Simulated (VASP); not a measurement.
# ZrB2 (P-1) in VASP: notebook

The runs below take ZrB2 through electric field gradients, with LDA.

Everything below comes from runs of VASP 6.6.1. Logs are shortened: lines on timing, memory, paths and dates and some standing lists are left out, and cuts for length are marked.

## (1) The cell of the first run

The typed cell holds 3 atoms: a = 3.165 Å, b = 3.138 Å, c = 3.520 Å, α = 89.57°, β = 88.85°, γ = 119.13°.

## (2) Electric field gradients, LDA (equal xy, yz and zx shear strains of +2 %)

File INCAR:

```
PREC = Accurate
ENCUT = 520
EDIFF = 1E-8
ISMEAR = -1
SIGMA = 0.03
LREAL = F
LASPH = T
NELM = 60
ALGO = Normal
ISIF = 2
LWAVE = F
LCHARG = F
LEFG = T
NBANDS = 16
```

File KPOINTS:

```
regular mesh
0
Gamma
  13 13 10
```

File POSCAR:

```
ZrB2
1.0
    3.1649998255      0.0316499983      0.0316499983
   -1.5550902103      2.7251452528      0.0115847034
    0.0352000000      0.0352000000      3.5200000000
Zr B
1 2
Direct
    0.0000000000      0.0000000000      0.0000000000
    0.3333333333      0.6666666667      0.5000000000
    0.6666666667      0.3333333333      0.5000000000
```

Potentials or basis: VASP PAW LDA potentials, release 64 (Zr_sv, B).

Command:

```console
$ cat potpaw_LDA.64/Zr_sv/POTCAR potpaw_LDA.64/B/POTCAR > POTCAR
$ mpirun -np 1 vasp_std > vasp.out
```

OUTCAR:

```text
PREC = Accurate
   ENCUT = 520
   EDIFF = 1E-8
   ISMEAR = -1
   LREAL = F
   LASPH = T
   NELM = 60
   ISIF = 2

 ion  position               nearest neighbor table
   1  0.000  0.000  0.000-   2 2.51   3 2.51   3 2.51   2 2.51   3 2.52   2 2.52   2 2.54   3 2.54
                             3 2.56   2 2.56   3 2.58   2 2.58
   2  0.333  0.667  0.500-   3 1.81   3 1.83   3 1.84   1 2.51   1 2.51   1 2.52   1 2.54   1 2.56
                             1 2.58
   3  0.667  0.333  0.500-   2 1.81   2 1.83   2 1.84   1 2.51   1 2.51   1 2.52   1 2.54   1 2.56
                             1 2.58

  LATTYP: Found a triclinic cell.
 ALAT       =     3.1927414967
 B/A-ratio  =     2.0277570692
 C/A-ratio  =     0.9827452114
 COS(alpha) =     0.0045490395
 COS(beta)  =     0.5000757388
 COS(gamma) =     0.7291526817

  Lattice vectors:

 A1 = (   1.6099096152,   2.7567952511,   0.0432347017)
 A2 = (   4.7397094407,   2.7532452494,  -3.4451153000)
 A3 = (  -1.5550902103,   2.7251452528,   0.0115847034)

Analysis of symmetry for initial positions (statically):
=====================================================================
 Subroutine PRICEL returns:
 Original cell was already a primitive cell.

 Routine SETGRP: Setting up the symmetry group for a
 triclinic supercell.

 Subroutine GETGRP returns: Found  2 space group operations
 (whereof  2 operations were pure point group operations)
 out of a pool of  2 trial point group operations.

The static configuration has the point symmetry S_2 .

Analysis of symmetry for dynamics (positions and initial velocities):
=====================================================================
 Subroutine PRICEL returns:
 Original cell was already a primitive cell.

 Routine SETGRP: Setting up the symmetry group for a
 triclinic supercell.

 Subroutine GETGRP returns: Found  2 space group operations
 (whereof  2 operations were pure point group operations)
 out of a pool of  2 trial point group operations.

The dynamic configuration has the point symmetry S_2 .

 Subroutine INISYM returns: Found  2 space group operations
 (whereof  2 operations are pure point group operations),
 and found     1 'primitive' translations

----------------------------------------------------------------------------------------

[... 138 lines left out ...]

  energy without entropy =      -27.43600488  energy(sigma->0) =      -27.43652602

 E-fermi :  10.6244     XC(G=0): -12.6193

 val. band max:       10.6152938562   @ k =  -0.0769   0.1538   0.3000
 cond. band min:      10.6374492691   @ k =   0.1538  -0.0769   0.3000
 fundamental gap:      0.0221554128
 Fermi energy:        10.6243507349

 k-point     1 :       0.0000    0.0000    0.0000
  band No.  band energies     occupation
      1     -37.7775      2.00000
      2     -16.1252      2.00000
      3     -15.5730      2.00000
      4     -15.5331      2.00000
      5      -2.0494      2.00000
      6       7.7744      2.00000
[... 433 lines left out ...]
      3     -15.9923      2.00000
      4     -15.7880      2.00000
      5      -0.0745      2.00000
      6       4.6196      2.00000
[... 8 lines left out ...]
     15      18.0421      0.00000
     16      19.9483      0.00000

 [... further k-points ...]

------------------------ aborting loop because EDIFF is reached ----------------------------------------

  FORCE on cell =-STRESS in cart. coord.  units (eV):
  Direction    XX          YY          ZZ          XY          YZ          ZX
  --------------------------------------------------------------------------------------
  -------------------------------------------------------------------------------------
  Total       -1.3174883     -1.3137154     -1.0681822     -0.9519136     -0.9433619     -0.9437828
  in kB      -69.1458511    -68.9478353    -56.0614960    -49.9593591    -49.5105412    -49.5326306
  external PRESSURE =     -64.7183941 kB  Pullay stress =       0.0000000 kB

 VOLUME and BASIS-vectors are now :
 -----------------------------------------------------------------------------
  energy-cutoff  :      520.00
  volume of cell :       30.53
      direct lattice vectors                 reciprocal lattice vectors
     3.164999825  0.031649998  0.031649998     0.314211893  0.179324391 -0.004935363
    -1.555090210  2.725145253  0.011584703    -0.003612936  0.364906572 -0.003612936
     0.035200000  0.035200000  3.520000000    -0.002813338 -0.002813338  0.284147176

 POSITION                                       TOTAL-FORCE (eV/Angst)
 -----------------------------------------------------------------------------------
      0.00000      0.00000      0.00000         0.000000      0.000000      0.000000
      0.03587      1.84491      1.77827         0.039143      0.005205     -0.003837
      1.60924      0.94708      1.78496        -0.039143     -0.005205      0.003837
 -----------------------------------------------------------------------------------
    total drift:                               -0.000000      0.000000     -0.000000

  FREE ENERGIE OF THE ION-ELECTRON SYSTEM (eV)
  ---------------------------------------------------
  free  energy   TOTEN  =       -27.4370471694 eV

  energy  without entropy=      -27.4360048804  energy(sigma->0) =      -27.43652602

 Electric field gradients (V/A^2)
---------------------------------------------------------------------
 ion       V_xx      V_yy      V_zz      V_xy      V_xz      V_yz
---------------------------------------------------------------------
   1     -22.310   -22.102    44.412    10.178    21.269    21.271
   2      -0.877    -0.860     1.737     1.000     0.741     0.741
   3      -0.877    -0.860     1.737     1.000     0.741     0.741
---------------------------------------------------------------------

 Electric field gradients after diagonalization (V/A^2)
 (convention: |V_zz| > |V_xx| > |V_yy|)
----------------------------------------------------------------------
 ion       V_xx      V_yy      V_zz     asymmetry (V_yy - V_xx)/ V_zz
----------------------------------------------------------------------
   1     -32.386   -25.052    57.438       0.128
   2      -1.868    -0.386     2.254       0.658
   3      -1.868    -0.386     2.254       0.658
----------------------------------------------------------------------

           NMR quadrupolar parameters

 Cq : quadrupolar parameter    Cq=e*Q*V_zz/h
 eta: asymmetry parameters     (V_yy - V_xx)/ V_zz
 Q  : nuclear electric quadrupole moment in mb (millibarn)
----------------------------------------------------------------------
 ion       Cq(MHz)       eta       Q (mb)
----------------------------------------------------------------------
   1       0.139       0.128       1.000
   2       0.005       0.658       1.000
   3       0.005       0.658       1.000
----------------------------------------------------------------------
```

OSZICAR:

```text
N       E                     dE             d eps       ncg     rms          rms(c)
DAV:   1     0.100227588166E+03    0.10023E+03   -0.96678E+03 27080   0.112E+03
DAV:   2    -0.261347162188E+02   -0.12636E+03   -0.12151E+03 35440   0.291E+02
DAV:   3    -0.301671580898E+02   -0.40324E+01   -0.40134E+01 41344   0.449E+01
DAV:   4    -0.302259420675E+02   -0.58784E-01   -0.58771E-01 33008   0.497E+00
DAV:   5    -0.302270902801E+02   -0.11482E-02   -0.11482E-02 40960   0.485E-01    0.220E+01
DAV:   6    -0.274923557519E+02    0.27347E+01   -0.61508E+00 35816   0.164E+01    0.877E+00
DAV:   7    -0.274420293127E+02    0.50326E-01   -0.61772E-01 37336   0.486E+00    0.337E+00
DAV:   8    -0.274419892386E+02    0.40074E-04   -0.10563E-01 33136   0.260E+00    0.380E-01
DAV:   9    -0.274373864135E+02    0.46028E-02   -0.21973E-02 33992   0.112E+00    0.185E-01
DAV:  10    -0.274370426525E+02    0.34376E-03   -0.17165E-03 31848   0.376E-01    0.422E-02
DAV:  11    -0.274370485440E+02   -0.58915E-05   -0.58904E-05 35912   0.720E-02    0.111E-02
DAV:  12    -0.274370474022E+02    0.11418E-05   -0.30120E-06 34632   0.150E-02    0.638E-03
DAV:  13    -0.274370471678E+02    0.23437E-06   -0.51040E-07 40616   0.630E-03    0.116E-03
DAV:  14    -0.274370471694E+02   -0.16137E-08   -0.26371E-08 30712   0.139E-03
   1 F= -.27437047E+02 E0= -.27436526E+02  d E =-.104229E-02
```

Run time: 2.4 min. Hardware: 1 thread of Intel Xeon 6975P-C (Granite Rapids), shared host; peak memory 0.47 GiB.

Results:

```yaml
Free_energy: -27.4370 eV
Pressure: -6.5 GPa
Largest_force: 0.040 eV/Å
Band_gap_on_the_k_mesh: zero (bands 9 and 10 overlap by 0.87 eV)
Largest_electric_field_gradient_by_atom: Zr +57.4; B +2.3 V/Å²
```

Forces in eV/Å, atoms in the order of the input:
```
Zr   0.000  0.000  0.000
B    0.039  0.005 -0.004
B   -0.039 -0.005  0.004
```

Electric field gradients, principal values (V/Å²):
```csv
atom,least,middle,greatest (by size)
1 Zr,-25.052,-32.386,57.438
2 B,-0.386,-1.868,2.254
3 B,-0.386,-1.868,2.254
```

Caveat: the cell differs from its parent crystal (equal xy, yz and zx shear strains of +2 %); the cell stands under tension; without QUAD_EFG the Cq values of the log hold for a quadrupole moment of 1 mb, not for the nuclei.

## (3) Electric field gradients, LDA (equal xy, yz and zx shear strains of +2 %)

File INCAR:

```
PREC     = Accurate       # precision mode
ENCUT    = 520            # plane-wave cutoff, eV
EDIFF    = 1E-8           # SCF threshold, eV
ISMEAR   = -1             # smearing method
SIGMA    = 0.03           # smearing width, eV
LREAL    = F              # projectors in reciprocal space
LASPH    = T              # aspherical terms in the spheres
NELM     = 100            # most SCF steps
ALGO     = Normal         # electronic algorithm
ISIF     = 2              # what is computed and relaxed
LWAVE    = F              # write WAVECAR
LCHARG   = F              # write CHGCAR
GGA      = CA             # functional
LEFG     = T            
NBANDS   = 16             # bands
```

File KPOINTS:

```
Automatic mesh
0
Gamma
  13 13 10
```

POSCAR is that of step 2.

Potentials or basis: VASP PAW LDA potentials, release 64 (Zr_sv, B).

Command:

```console
$ cat potpaw_LDA.64/Zr_sv/POTCAR potpaw_LDA.64/B/POTCAR > POTCAR
$ mpirun -np 1 vasp_std > vasp.out
```

OUTCAR:

```text
PREC = Accurate
   ENCUT = 520
   EDIFF = 1E-8
   ISMEAR = -1
   LREAL = F
   LASPH = T
   NELM = 100
   ISIF = 2
   GGA = CA

 ion  position               nearest neighbor table
   1  0.000  0.000  0.000-   2 2.51   3 2.51   3 2.51   2 2.51   3 2.52   2 2.52   2 2.54   3 2.54
                             3 2.56   2 2.56   3 2.58   2 2.58
   2  0.333  0.667  0.500-   3 1.81   3 1.83   3 1.84   1 2.51   1 2.51   1 2.52   1 2.54   1 2.56
                             1 2.58
   3  0.667  0.333  0.500-   2 1.81   2 1.83   2 1.84   1 2.51   1 2.51   1 2.52   1 2.54   1 2.56
                             1 2.58

  LATTYP: Found a triclinic cell.
 ALAT       =     3.1927414967
 B/A-ratio  =     2.0277570692
 C/A-ratio  =     0.9827452114
 COS(alpha) =     0.0045490395
 COS(beta)  =     0.5000757388
 COS(gamma) =     0.7291526817

  Lattice vectors:

 A1 = (   1.6099096152,   2.7567952511,   0.0432347017)
[... 659 lines left out ...]
    -1.555090210  2.725145253  0.011584703    -0.003612936  0.364906572 -0.003612936
     0.035200000  0.035200000  3.520000000    -0.002813338 -0.002813338  0.284147176

 POSITION                                       TOTAL-FORCE (eV/Angst)
 -----------------------------------------------------------------------------------
      0.00000      0.00000      0.00000         0.000000      0.000000      0.000000
      0.03587      1.84491      1.77827         0.039143      0.005205     -0.003837
      1.60924      0.94708      1.78496        -0.039143     -0.005205      0.003837
 -----------------------------------------------------------------------------------
    total drift:                               -0.000000      0.000000     -0.000000

  FREE ENERGIE OF THE ION-ELECTRON SYSTEM (eV)
  ---------------------------------------------------
  free  energy   TOTEN  =       -27.4370471694 eV

  energy  without entropy=      -27.4360048804  energy(sigma->0) =      -27.43652602

 Electric field gradients (V/A^2)
---------------------------------------------------------------------
 ion       V_xx      V_yy      V_zz      V_xy      V_xz      V_yz
---------------------------------------------------------------------
   1     -22.310   -22.102    44.412    10.178    21.269    21.271
   2      -0.877    -0.860     1.737     1.000     0.741     0.741
   3      -0.877    -0.860     1.737     1.000     0.741     0.741
---------------------------------------------------------------------

 Electric field gradients after diagonalization (V/A^2)
 (convention: |V_zz| > |V_xx| > |V_yy|)
----------------------------------------------------------------------
 ion       V_xx      V_yy      V_zz     asymmetry (V_yy - V_xx)/ V_zz
----------------------------------------------------------------------
   1     -32.386   -25.052    57.438       0.128
   2      -1.868    -0.386     2.254       0.658
   3      -1.868    -0.386     2.254       0.658
----------------------------------------------------------------------

           NMR quadrupolar parameters

 Cq : quadrupolar parameter    Cq=e*Q*V_zz/h
 eta: asymmetry parameters     (V_yy - V_xx)/ V_zz
 Q  : nuclear electric quadrupole moment in mb (millibarn)
----------------------------------------------------------------------
 ion       Cq(MHz)       eta       Q (mb)
----------------------------------------------------------------------
   1       0.139       0.128       1.000
   2       0.005       0.658       1.000
   3       0.005       0.658       1.000
----------------------------------------------------------------------
```

OSZICAR:

```text
N       E                     dE             d eps       ncg     rms          rms(c)
DAV:   1     0.100227588166E+03    0.10023E+03   -0.96678E+03 27080   0.112E+03
DAV:   2    -0.261347162188E+02   -0.12636E+03   -0.12151E+03 35440   0.291E+02
DAV:   3    -0.301671580898E+02   -0.40324E+01   -0.40134E+01 41344   0.449E+01
DAV:   4    -0.302259420675E+02   -0.58784E-01   -0.58771E-01 33008   0.497E+00
DAV:   5    -0.302270902801E+02   -0.11482E-02   -0.11482E-02 40960   0.485E-01    0.220E+01
DAV:   6    -0.274923557519E+02    0.27347E+01   -0.61508E+00 35816   0.164E+01    0.877E+00
DAV:   7    -0.274420293127E+02    0.50326E-01   -0.61772E-01 37336   0.486E+00    0.337E+00
DAV:   8    -0.274419892386E+02    0.40074E-04   -0.10563E-01 33136   0.260E+00    0.380E-01
DAV:   9    -0.274373864135E+02    0.46028E-02   -0.21973E-02 33992   0.112E+00    0.185E-01
DAV:  10    -0.274370426525E+02    0.34376E-03   -0.17165E-03 31848   0.376E-01    0.422E-02
DAV:  11    -0.274370485440E+02   -0.58915E-05   -0.58904E-05 35912   0.720E-02    0.111E-02
DAV:  12    -0.274370474022E+02    0.11418E-05   -0.30120E-06 34632   0.150E-02    0.638E-03
DAV:  13    -0.274370471678E+02    0.23437E-06   -0.51040E-07 40616   0.630E-03    0.116E-03
DAV:  14    -0.274370471694E+02   -0.16137E-08   -0.26371E-08 30712   0.139E-03
   1 F= -.27437047E+02 E0= -.27436526E+02  d E =-.104229E-02
```

stdout:

```text
POSCAR found type information on POSCAR ZrB
 POSCAR found :  2 types and       3 ions
 scaLAPACK will be used
 LDA part: xc-table for (Slater(with rela. corr.)+CA(PZ))
 , standard interpolation
 POSCAR, INCAR and KPOINTS ok, starting setup
 FFT: planning ... GRIDC
 FFT: planning ... GRID_SOFT
 FFT: planning ... GRID
 WAVECAR not read
 entering main loop
ion   1
     0.0000523    -0.4433365    -0.9335199    -0.9628204    -0.9350699    -0.0052449
     0.0000720    -0.4433365    -0.9335199    -0.9628204    -0.9350699    -0.0052449
     0.0000992    -0.4433365    -0.9335199    -0.9628204    -0.9350699    -0.0052449
     0.0001366    -0.4433365    -0.9335198    -0.9628204    -0.9350699    -0.0052449

     0.0000523    -9.5624724   -19.9274136   -35.0406078   -19.9267868     0.0922696
     0.0000720    -9.5622558   -19.9268290   -35.0401493   -19.9262029     0.0922629
     0.0000992    -9.5619150   -19.9258977   -35.0394554   -19.9252727     0.0922519
     0.0001366    -9.5613826   -19.9244214   -35.0384171   -19.9237982     0.0922343
[... 12 lines left out ...]
ion   3
     0.0000257    -0.8264989    -0.5876539    -2.1040368    -0.5881039     0.0090112
     0.0000354    -0.8264989    -0.5876539    -2.1040368    -0.5881039     0.0090112
     0.0000487    -0.8264989    -0.5876539    -2.1040368    -0.5881039     0.0090112
     0.0000671    -0.8264989    -0.5876539    -2.1040368    -0.5881039     0.0090112

     0.0000257    -1.1999490    -0.8713137    -2.3884966    -0.8719990     0.0123441
     0.0000354    -1.1999490    -0.8713136    -2.3884966    -0.8719989     0.0123441
     0.0000487    -1.1999489    -0.8713136    -2.3884965    -0.8719989     0.0123441
     0.0000671    -1.1999488    -0.8713135    -2.3884965    -0.8719988     0.0123441
```

Run time: 2.4 min. Hardware: 1 thread of Intel Xeon 6975P-C (Granite Rapids), shared host; peak memory 0.47 GiB.

What came out:

- Free energy: -27.4370 eV
- Pressure: -6.5 GPa
- Largest force: 0.040 eV/Å
- Band gap on the k mesh: zero (bands 9 and 10 overlap by 0.87 eV)
- Largest electric field gradient by atom: Zr +57.4; B +2.3 V/Å²

Forces in eV/Å, atoms in the order of the input:
```
Zr   0.000  0.000  0.000
B    0.039  0.005 -0.004
B   -0.039 -0.005  0.004
```

Stress tensor (GPa, compression positive):
```
-6.91 -5.00 -4.95
-5.00 -6.89 -4.95
-4.95 -4.95 -5.61
```

Electric field gradients, principal values (V/Å²):
```tsv
atom	least	middle	greatest (by size)
1 Zr	-25.052	-32.386	57.438
2 B	-0.386	-1.868	2.254
3 B	-0.386	-1.868	2.254
```

Caveat: the cell differs from its parent crystal (equal xy, yz and zx shear strains of +2 %); the cell stands under tension; without QUAD_EFG the Cq values of the log hold for a quadrupole moment of 1 mb, not for the nuclei.

The gap in the log of VASP goes by the Fermi energy; the results here count the filled bands.